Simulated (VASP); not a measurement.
Write the native input for VASP 6.6.1 that does the following.

| Property | Result |
| --- | --- |
| Task | electric field gradients |
| Functional | LDA |
| Potentials or basis | VASP PAW LDA potentials, release 64 (K_sv, F) |
| Cutoff | 520 eV |
| k mesh | 9 × 9 × 9 |
| Occupations | fermi-dirac, width 0.02 eV |
| Spin | no spin polarisation |
| Dipole correction | no |
| Further INCAR settings | ALGO = Normal; EDIFF = 1e-08; NBANDS = 15 |

The structure of KF lies in POSCAR:

```
KF
1.0
    3.2753730134      0.0000000000      0.0000000000
    0.0000000000      3.2753730134      0.0000000000
    0.0000000000      0.0000000000      3.2263654500
K F
1 1
Direct
    0.0000000000      0.0000000000      0.0000000000
    0.5000000000      0.5000000000      0.5000000000
```

This cell differs from its parent crystal: z stretched by -1 % at fixed volume.

These files were run (other wordings do the same):

INCAR

```
SYSTEM = KF
ALGO     = Normal         ! electronic algorithm
EDIFF    = 1E-8           ! SCF threshold, eV
ENCUT    = 520            ! plane-wave cutoff, eV
GGA      = CA             ! functional
ISIF     = 2              ! what is computed and relaxed
ISMEAR   = -1             ! smearing method
LASPH    = .TRUE.         ! aspherical terms in the spheres
LCHARG   = .FALSE.        ! write CHGCAR
LEFG     = .TRUE.       
LREAL    = .FALSE.        ! projectors in reciprocal space
LWAVE    = .FALSE.        ! write WAVECAR
NBANDS   = 15             ! bands
NELM     = 80             ! most SCF steps
PREC     = Accurate       ! precision mode
SIGMA    = 0.02           ! smearing width, eV
```

KPOINTS

```
k-points
0
G
  9 9 9
  0 0 0
```

Potentials or basis: VASP PAW LDA potentials, release 64 (K_sv, F).

Run with:

```bash
$ cat potpaw_LDA.64/K_sv/POTCAR potpaw_LDA.64/F/POTCAR > POTCAR
$ mpirun -np 1 vasp_std > vasp.out
```

Results of the run:

- Pressure: -5.7 GPa
- Band gap on the k mesh: 5.89 eV, indirect (least direct gap 5.92 eV)

Caveat: without QUAD_EFG the Cq values of the log hold for a quadrupole moment of 1 mb, not for the nuclei.

Run time: 23 s on 1 thread of AMD EPYC 7R43 64-Core Processor (Zen 3) (shared host), peak memory 0.12 GiB.
